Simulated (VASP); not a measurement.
# Cu2O (Pn-3m) in VASP: a series of runs

Cu2O is run at these levels: PBEsol; tasks: single point.

Everything below comes from runs of VASP 6.6.1. Logs are shortened: lines on timing, memory, paths and dates and some standing lists are left out, and cuts for length are marked.

**1. The cell of the first run**

The structure is cubic, space group Pn-3m (No. 224). Conventional cell: a = 4.182 Å, b = 4.182 Å, c = 4.182 Å, α = 90.00°, β = 90.00°, γ = 90.00°. Within 2.4 Å of Cu (site symmetry -3m) lie 2 O at 1.81 Å. Within 2.4 Å of O (site symmetry -43m) lie 4 Cu at 1.81 Å.

**2. Single point, PBEsol**

The input, INCAR:

```
PREC     = Accurate       # precision mode
ENCUT    = 600            # plane-wave cutoff, eV
EDIFF    = 1E-6           # SCF threshold, eV
ISMEAR   = 0              # smearing method
SIGMA    = 0.02           # smearing width, eV
LREAL    = F              # projectors in reciprocal space
LASPH    = T              # aspherical terms in the spheres
NELM     = 120            # most SCF steps
ALGO     = Normal         # electronic algorithm
ISIF     = 2              # what is computed and relaxed
LWAVE    = F              # write WAVECAR
LCHARG   = F              # write CHGCAR
GGA      = PS             # functional
NBANDS   = 37             # bands
GGA_COMPAT= F
```

The input, KPOINTS:

```
Automatic mesh
0
Gamma
  8 8 8
```

The input, POSCAR:

```
Cu2O
1.0
    4.1816697610      0.0000000000      0.0000000000
    0.0000000000      4.1816697610      0.0000000000
    0.0000000000      0.0000000000      4.1816697610
Cu O
4 2
Direct
    0.2500000000      0.2500000000      0.2500000000
    0.2500000000      0.7500000000      0.7500000000
    0.7500000000      0.7500000000      0.2500000000
    0.7500000000      0.2500000000      0.7500000000
    0.0000000000      0.0000000000      0.0000000000
    0.5000000000      0.5000000000      0.5000000000
```

Potentials or basis: VASP PAW PBE potentials, release 64 (Cu, O).

Launch:

```
cat potpaw_PBE.64/Cu/POTCAR potpaw_PBE.64/O/POTCAR > POTCAR
mpirun -np 1 vasp_std > vasp.out
```

OUTCAR:

```text
PREC = Accurate
   ENCUT = 600
   EDIFF = 1E-6
   ISMEAR = 0
   LREAL = F
   LASPH = T
   NELM = 120
   ISIF = 2
   GGA = PS

 ion  position               nearest neighbor table
   1  0.250  0.250  0.250-   5 1.81   6 1.81
   2  0.250  0.750  0.750-   5 1.81   6 1.81
   3  0.750  0.750  0.250-   5 1.81   6 1.81
   4  0.750  0.250  0.750-   5 1.81   6 1.81
   5  0.000  0.000  0.000-   1 1.81   2 1.81   3 1.81   4 1.81
   6  0.500  0.500  0.500-   1 1.81   2 1.81   3 1.81   4 1.81

  LATTYP: Found a simple cubic cell.
 ALAT       =     4.1816697610

  Lattice vectors:

 A1 = (   4.1816697610,   0.0000000000,   0.0000000000)
 A2 = (   0.0000000000,   4.1816697610,   0.0000000000)
 A3 = (   0.0000000000,   0.0000000000,   4.1816697610)

Analysis of symmetry for initial positions (statically):
=====================================================================
 Subroutine PRICEL returns:
 Original cell was already a primitive cell.

 Routine SETGRP: Setting up the symmetry group for a
 simple cubic supercell.

 Subroutine GETGRP returns: Found 48 space group operations
 (whereof 24 operations were pure point group operations)
 out of a pool of 48 trial point group operations.

The static configuration has the point symmetry T_d .
 The point group associated with its full space group is O_h .

Analysis of symmetry for dynamics (positions and initial velocities):
=====================================================================
 Subroutine PRICEL returns:
 Original cell was already a primitive cell.

 Routine SETGRP: Setting up the symmetry group for a
 simple cubic supercell.

 Subroutine GETGRP returns: Found 48 space group operations
 (whereof 24 operations were pure point group operations)
 out of a pool of 48 trial point group operations.

The dynamic configuration has the point symmetry T_d .
 The point group associated with its full space group is O_h .

 Subroutine INISYM returns: Found 48 space group operations
 (whereof 24 operations are pure point group operations),
 and found     1 'primitive' translations

----------------------------------------------------------------------------------------

                                     Primitive cell

  volume of cell :      73.1222

  direct lattice vectors                    reciprocal lattice vectors
[... 92 lines left out ...]
   LASPH  =      T    aspherical Exc in radial PAW
   ENCUT  =  600.0 eV  44.10 Ry    6.64 a.u.   8.35  8.35  8.35*2*pi/ulx,y,z
   NELM   =    120;   NELMIN=  2; NELMDL= -5     # of ELM steps
   EDIFF  = 0.1E-05   stopping-criterion for ELM
   LREAL  =      F    real-space projection
   EDIFFG = 0.1E-04   stopping-criterion for IOM
   NSW    =      0    number of steps for IOM
   IBRION =     -1    ionic relax: 0-MD 1-quasi-New 2-CG
   NFREE  =      0    steps in history (QN), initial steepest desc. (CG)
   ISIF   =      2    stress and relaxation
   ISYM   =      2    0-nonsym 1-usesym 2-fastsym
   POTIM  = 0.5000    time-step for ionic-motion
   TEBEG  =    0.0;   TEEND  =   0.0 temperature during run
   PSTRESS=    0.0 pullay stress
   NELECT =      56.0000    total number of electrons
   NUPDOWN=      -1.0000    fix difference up-down
   EMIN   =  10.00;   EMAX   =-10.00  energy-range for DOS
   EFERMI =   0.00;   METHOD = LEGACY
   ISMEAR =     0;   SIGMA  =   0.02  broadening in eV -4-tet -1-fermi 0-gaus
   EFERMI_NEDOS =   21; number of points for ismear=-14 and -15
   IALGO  =     38    algorithm
   IMIX   =      4    mixing-type and parameters
     AMIX     =   0.40;   BMIX     =  1.00
     AMIX_MAG =   1.60;   BMIX_MAG =  1.00
  volume/ion in A,a.u.               =      12.19        82.24
  Fermi-wavevector in a.u.,A,eV,Ry     =   1.497802  2.830436 30.523462  2.243411
  Thomas-Fermi vector in A             =   2.609643
   LORBIT       =      0    0 simple, 1 ext, 2 COOP (PROOUT), +10 PAW based schemes
   GGA     = PS    functional components
   LHFCALC =     F    Hartree Fock is set to
   AEXX    =    0.0000 exact exchange contribution
   IVDW    =     0    specifies the selected vdW correction
   LEPSILON=     F    determine dielectric tensor
   LRPA    =     F    only Hartree local field effects (RPA)
 non-spin polarized calculation
 Gauss-broadening in eV      SIGMA  =   0.02
  energy-cutoff  :      600.00
  volume of cell :       73.12
 maximum number of plane-waves:      2469
 NGX is ok and might be reduce to    36
   NGX = 17   NGY = 17   NGZ = 17

 number of electron      56.0000066 magnetization

 Free energy of the ion-electron system (eV)
  ---------------------------------------------------
  ext. energy  EPLUGINS =         0.00000000
  ---------------------------------------------------
  free energy    TOTEN  =       -29.92888556 eV

  energy without entropy =      -29.92888556  energy(sigma->0) =      -29.92888556

 E-fermi :   5.3851     XC(G=0): -11.5844

 val. band max:        5.2503668152   @ k =   0.0000   0.0000   0.0000
 cond. band min:       5.8896550861   @ k =   0.0000   0.0000   0.0000
 fundamental gap:      0.6392882710
 Fermi energy:         5.3851353872

 k-point     1 :       0.0000    0.0000    0.0000
  band No.  band energies     occupation
      1     -15.3274      2.00000
      2     -14.4544      2.00000
      3      -2.5499      2.00000
      4      -2.5499      2.00000
      5      -2.5499      2.00000
      6      -0.0190      2.00000
[... 949 lines left out ...]
     36      14.6971      0.00000
     37      15.9740      0.00000

 [... further k-points ...]
[... 5 lines left out ...]
  --------------------------------------------------------------------------------------
  -------------------------------------------------------------------------------------
  Total        2.2613755      2.2613755      2.2613755      0.0000000     -0.0000000     -0.0000000
  in kB       49.5489058     49.5489058     49.5489058      0.0000000     -0.0000000     -0.0000000
  external PRESSURE =      49.5489058 kB  Pullay stress =       0.0000000 kB

 VOLUME and BASIS-vectors are now :
 -----------------------------------------------------------------------------
  energy-cutoff  :      600.00
  volume of cell :       73.12
      direct lattice vectors                 reciprocal lattice vectors
     4.181669761  0.000000000  0.000000000     0.239138922  0.000000000  0.000000000
     0.000000000  4.181669761  0.000000000     0.000000000  0.239138922  0.000000000
     0.000000000  0.000000000  4.181669761     0.000000000  0.000000000  0.239138922

 POSITION                                       TOTAL-FORCE (eV/Angst)
 -----------------------------------------------------------------------------------
      1.04542      1.04542      1.04542         0.000000      0.000000      0.000000
      1.04542      3.13625      3.13625        -0.000000     -0.000000      0.000000
      3.13625      3.13625      1.04542         0.000000      0.000000     -0.000000
      3.13625      1.04542      3.13625        -0.000000     -0.000000     -0.000000
      0.00000      0.00000      0.00000        -0.000000      0.000000     -0.000000
      2.09083      2.09083      2.09083        -0.000000      0.000000     -0.000000
 -----------------------------------------------------------------------------------
    total drift:                                0.000000      0.000000      0.000000

  FREE ENERGIE OF THE ION-ELECTRON SYSTEM (eV)
  ---------------------------------------------------
  free  energy   TOTEN  =       -29.9288855560 eV

  energy  without entropy=      -29.9288855560  energy(sigma->0) =      -29.92888556
```

OSZICAR:

```text
N       E                     dE             d eps       ncg     rms          rms(c)
DAV:   1     0.573079367944E+03    0.57308E+03   -0.27202E+04  2606   0.272E+03
DAV:   2     0.663336271174E+02   -0.50675E+03   -0.48141E+03  2600   0.492E+02
DAV:   3    -0.298701371072E+02   -0.96204E+02   -0.91237E+02  3202   0.232E+02
DAV:   4    -0.362927298151E+02   -0.64226E+01   -0.63119E+01  3812   0.670E+01
DAV:   5    -0.363631631197E+02   -0.70433E-01   -0.70381E-01  3603   0.843E+00    0.196E+01
DAV:   6    -0.336169104497E+02    0.27463E+01   -0.58711E+01  3350   0.149E+02    0.130E+01
DAV:   7    -0.298927316768E+02    0.37242E+01   -0.14869E+01  3377   0.930E+01    0.311E+00
DAV:   8    -0.299678238197E+02   -0.75092E-01   -0.16514E+00  3590   0.801E+00    0.162E+00
DAV:   9    -0.299382501684E+02    0.29574E-01   -0.84501E-02  3606   0.391E+00    0.730E-01
DAV:  10    -0.299299768046E+02    0.82734E-02   -0.43970E-02  3583   0.369E+00    0.253E-01
DAV:  11    -0.299289142575E+02    0.10625E-02   -0.48463E-03  3932   0.924E-01    0.544E-02
DAV:  12    -0.299288859142E+02    0.28343E-04   -0.60146E-04  3429   0.247E-01    0.246E-02
DAV:  13    -0.299288883357E+02   -0.24215E-05   -0.11855E-04  3406   0.180E-01    0.123E-02
DAV:  14    -0.299288856054E+02    0.27303E-05   -0.15028E-05  3304   0.858E-02    0.220E-03
DAV:  15    -0.299288855560E+02    0.49376E-07   -0.86039E-07  1591   0.140E-02
   1 F= -.29928886E+02 E0= -.29928886E+02  d E =-.126016E-23
```

Wall time 3.3 min (1 thread of Intel Xeon 8259CL, shared host); peak memory 0.25 GiB.

Results:

| Quantity | Value |
| --- | --- |
| Free energy | -29.9289 eV |
| Pressure | 5.0 GPa |
| Band gap on the k mesh | 0.64 eV |

Caveat: the cell stands under pressure; the PAW data sets were made with another functional, which shifts forces and pressure a little. A k mesh can miss the band edges.

**3. Single point, PBEsol**

The input, INCAR:

```
SYSTEM = Cu2O
ALGO = Normal
EDIFF = 1E-6
ENCUT = 600
GGA = PS
GGA_COMPAT = .False.
ISIF = 2
ISMEAR = 0
LASPH = .True.
LCHARG = .False.
LREAL = .False.
LWAVE = .False.
NBANDS = 37
NELM = 120
PREC = Accurate
SIGMA = 0.02
```

The input, KPOINTS:

```
k-points
0
Gamma
  8 8 8
  0 0 0
```

POSCAR is that of step 2.

Potentials or basis: VASP PAW PBE potentials, release 64 (Cu, O).

Launch:

```
cat potpaw_PBE.64/Cu/POTCAR potpaw_PBE.64/O/POTCAR > POTCAR
mpirun -np 1 vasp_std > vasp.out
```

OUTCAR:

```text
SYSTEM = Cu2O
   EDIFF = 1E-6
   ENCUT = 600
   GGA = PS
   ISIF = 2
   ISMEAR = 0
   LASPH = .True.
   LREAL = .False.
   NELM = 120
   PREC = Accurate

 ion  position               nearest neighbor table
   1  0.250  0.250  0.250-   5 1.81   6 1.81
   2  0.250  0.750  0.750-   5 1.81   6 1.81
   3  0.750  0.750  0.250-   5 1.81   6 1.81
   4  0.750  0.250  0.750-   5 1.81   6 1.81
   5  0.000  0.000  0.000-   1 1.81   2 1.81   3 1.81   4 1.81
   6  0.500  0.500  0.500-   1 1.81   2 1.81   3 1.81   4 1.81

[... 1168 lines left out ...]
  -------------------------------------------------------------------------------------
  Total        2.2613755      2.2613755      2.2613755      0.0000000     -0.0000000     -0.0000000
  in kB       49.5489058     49.5489058     49.5489058      0.0000000     -0.0000000     -0.0000000
  external PRESSURE =      49.5489058 kB  Pullay stress =       0.0000000 kB

 VOLUME and BASIS-vectors are now :
 -----------------------------------------------------------------------------
  energy-cutoff  :      600.00
  volume of cell :       73.12
      direct lattice vectors                 reciprocal lattice vectors
     4.181669761  0.000000000  0.000000000     0.239138922  0.000000000  0.000000000
     0.000000000  4.181669761  0.000000000     0.000000000  0.239138922  0.000000000
     0.000000000  0.000000000  4.181669761     0.000000000  0.000000000  0.239138922

 POSITION                                       TOTAL-FORCE (eV/Angst)
 -----------------------------------------------------------------------------------
      1.04542      1.04542      1.04542         0.000000      0.000000      0.000000
      1.04542      3.13625      3.13625        -0.000000     -0.000000      0.000000
      3.13625      3.13625      1.04542         0.000000      0.000000     -0.000000
      3.13625      1.04542      3.13625        -0.000000     -0.000000     -0.000000
      0.00000      0.00000      0.00000        -0.000000      0.000000     -0.000000
      2.09083      2.09083      2.09083        -0.000000      0.000000     -0.000000
 -----------------------------------------------------------------------------------
    total drift:                                0.000000      0.000000      0.000000

  FREE ENERGIE OF THE ION-ELECTRON SYSTEM (eV)
  ---------------------------------------------------
  free  energy   TOTEN  =       -29.9288855560 eV

  energy  without entropy=      -29.9288855560  energy(sigma->0) =      -29.92888556
```

Wall time 3.4 min (1 thread of Intel Xeon 8259CL, shared host); peak memory 0.25 GiB.

Results:

| Item | Value |
| --- | --- |
| Free energy | -29.9289 eV |
| Pressure | 5.0 GPa |
| Band gap on the k mesh | 0.64 eV |

Levels at points of the mesh, in eV from the valence-band top:
```
           k point  band 24  band 25  band 26  band 27  band 28  band 29  band 30  band 31  band 32  band 33
(0.00, 0.00, 0.00)    -1.70    -1.70     0.00     0.00     0.00     0.64     0.99     0.99     8.24     8.24
(0.50, 0.00, 0.00)    -1.83    -1.29    -1.29    -0.44    -0.44     2.37     2.37     4.16     4.16     7.69
(0.50, 0.50, 0.00)    -1.61    -1.31    -1.31    -0.72    -0.72     1.90     1.90     3.94     3.94     6.92
(0.50, 0.50, 0.50)    -1.76    -1.06    -0.62    -0.62    -0.62     2.32     2.32     2.32     5.06     5.06
```

Caveat: the cell stands under pressure; the PAW data sets were made with another functional, which shifts forces and pressure a little.

**4. Single point, PBEsol**

This run uses another cell than the first one, of 12.45 Å³/atom.

The input, INCAR:

```
SYSTEM = Cu2O
PREC     = Accurate       ! precision mode
ENCUT    = 600            ! plane-wave cutoff, eV
EDIFF    = 1E-6           ! SCF threshold, eV
ISMEAR   = 0              ! smearing method
SIGMA    = 0.02           ! smearing width, eV
LREAL    = .FALSE.        ! projectors in reciprocal space
LASPH    = .TRUE.         ! aspherical terms in the spheres
NELM     = 120            ! most SCF steps
ALGO     = Normal         ! electronic algorithm
ISIF     = 2              ! what is computed and relaxed
LWAVE    = .FALSE.        ! write WAVECAR
LCHARG   = .FALSE.        ! write CHGCAR
GGA      = PS             ! functional
NBANDS   = 37             ! bands
GGA_COMPAT= .FALSE.
```

The input, KPOINTS:

```
Automatic mesh
0
G
  8 8 8
  0 0 0
```

Changes to POSCAR since step 3:

```diff
@@ -2,5 +2,5 @@
 1.0
-    4.1816697610      0.0000000000      0.0000000000
-    0.0000000000      4.1816697610      0.0000000000
-    0.0000000000      0.0000000000      4.1816697610
+    4.2117090849      0.0000000000      0.0000000000
+    0.0000000000      4.2117090849      0.0000000000
+    0.0000000000      0.0000000000      4.2117090849
 Cu O
```

Launch:

```
cat potpaw_PBE.64/Cu/POTCAR potpaw_PBE.64/O/POTCAR > POTCAR
mpirun -np 1 vasp_std > vasp.out
```

Wall time 3 min (1 thread of Intel Xeon 8259CL, shared host); peak memory 0.25 GiB.

It converged, with:

- Free energy: -29.9645 eV
- Pressure: 1.8 GPa
- Band gap on the k mesh: 0.59 eV

Levels at points of the mesh, in eV from the valence-band top:
```tsv
k point	band 26	band 27	band 28	band 29	band 30	band 31
(0.00, 0.00, 0.00)	0.00	0.00	0.00	0.59	1.06	1.06
(0.50, 0.00, 0.00)	-1.25	-0.42	-0.42	2.32	2.32	4.17
(0.50, 0.50, 0.00)	-1.27	-0.70	-0.70	1.89	1.89	3.90
(0.50, 0.50, 0.50)	-0.60	-0.60	-0.60	2.35	2.35	2.35
```

Caveat: the PAW data sets were made with another functional, which shifts forces and pressure a little. A k mesh can miss the band edges.

**5. Single point, PBEsol**

This run uses another cell than the first one, of 12.45 Å³/atom.

The input, INCAR:

```
PREC     = Accurate       # precision mode
ENCUT    = 600            # plane-wave cutoff, eV
EDIFF    = 1E-6           # SCF threshold, eV
ISMEAR   = 0              # smearing method
SIGMA    = 0.02           # smearing width, eV
LREAL    = False          # projectors in reciprocal space
LASPH    = True           # aspherical terms in the spheres
NELM     = 120            # most SCF steps
ALGO     = Normal         # electronic algorithm
ISIF     = 2              # what is computed and relaxed
LWAVE    = False          # write WAVECAR
LCHARG   = True           # write CHGCAR
GGA      = PS             # functional
LELF     = True           # ELF
LVHAR    = True         
NBANDS   = 37             # bands
GGA_COMPAT= False
```

The input, KPOINTS:

```
regular mesh
0
Gamma
  8 8 8
```

POSCAR is that of step 4.

Launch:

```
cat potpaw_PBE.64/Cu/POTCAR potpaw_PBE.64/O/POTCAR > POTCAR
mpirun -np 1 vasp_std > vasp.out
```

It took 3.2 min on 1 thread of Intel Xeon 8259CL, shared host; peak memory 0.25 GiB.

It converged, with:

```
Free energy            : -29.9645 eV
Pressure               : 1.8 GPa
Band gap on the k mesh : 0.59 eV
```

Levels at points of the mesh, in eV from the valence-band top:
```
           k point  band 24  band 25  band 26  band 27  band 28  band 29  band 30  band 31  band 32  band 33
(0.00, 0.00, 0.00)    -1.65    -1.65     0.00     0.00     0.00     0.59     1.06     1.06     8.11     8.11
(0.50, 0.00, 0.00)    -1.77    -1.25    -1.25    -0.42    -0.42     2.32     2.32     4.17     4.17     7.57
(0.50, 0.50, 0.00)    -1.56    -1.27    -1.27    -0.70    -0.70     1.89     1.89     3.90     3.90     6.85
(0.50, 0.50, 0.50)    -1.71    -1.04    -0.60    -0.60    -0.60     2.35     2.35     2.35     4.98     4.98
```

Caveat: the PAW data sets were made with another functional, which shifts forces and pressure a little.

**6. Single point, PBEsol**

This run uses another cell than the first one, of 12.64 Å³/atom.

The input, INCAR:

```
PREC = Accurate ; ENCUT = 600
EDIFF = 1E-6 ; ISMEAR = 0
SIGMA = 0.02 ; LREAL = F
LASPH = T ; NELM = 120
ALGO = Normal ; ISIF = 2
LWAVE = F ; LCHARG = F
GGA = PS ; NBANDS = 37
GGA_COMPAT = F
```

KPOINTS is that of step 5.

Changes to POSCAR since step 5:

```diff
@@ -2,5 +2,5 @@
 1.0
-    4.2117090849      0.0000000000      0.0000000000
-    0.0000000000      4.2117090849      0.0000000000
-    0.0000000000      0.0000000000      4.2117090849
+    4.2333802962      0.0000000000      0.0000000000
+    0.0000000000      4.2333802962      0.0000000000
+    0.0000000000      0.0000000000      4.2333802962
 Cu O
```

Potentials or basis: VASP PAW PBE potentials, release 64 (Cu, O).

Launch:

```
cat potpaw_PBE.64/Cu/POTCAR potpaw_PBE.64/O/POTCAR > POTCAR
mpirun -np 1 vasp_std > vasp.out
```

Run time: 3 min. Hardware: 1 thread of Intel Xeon 8259CL, shared host; peak memory 0.25 GiB.

The run converged. Its results:

| Quantity | Value |
| --- | --- |
| Free energy | -29.9719 eV |
| Pressure | -0.2 GPa |
| Band gap on the k mesh | 0.55 eV |

Levels at points of the mesh, in eV from the valence-band top:
```tsv
k point	band 26	band 27	band 28	band 29	band 30	band 31
(0.00, 0.00, 0.00)	0.00	0.00	0.00	0.55	1.12	1.12
(0.50, 0.00, 0.00)	-1.23	-0.41	-0.41	2.28	2.28	4.18
(0.50, 0.50, 0.00)	-1.24	-0.68	-0.68	1.88	1.88	3.86
(0.50, 0.50, 0.50)	-0.58	-0.58	-0.58	2.38	2.38	2.38
```

Caveat: the PAW data sets were made with another functional, which shifts forces and pressure a little.

**7. Overview**

| cell | gap on the mesh (eV) | pressure (GPa) |
| --- | --- | --- |
| a = 4.182 Å, 6 atoms | 0.64 | 5.0 |
| a = 4.212 Å, 6 atoms | 0.59 | 1.8 |
| a = 4.233 Å, 6 atoms | 0.55 | -0.2 |

Alike in all rows: task single point; level PBEsol; potentials or basis VASP PAW PBE potentials, release 64 (Cu, O); no spin polarisation; k mesh 8 × 8 × 8; cutoff (eV) 600; smearing gaussian 0.02 eV.

Caveats: the PAW data sets were made with another functional, which shifts forces and pressure a little; the cell stands under pressure (at least some runs).

Total energies depend on the potentials used, so only differences within one code and one set of settings carry meaning.
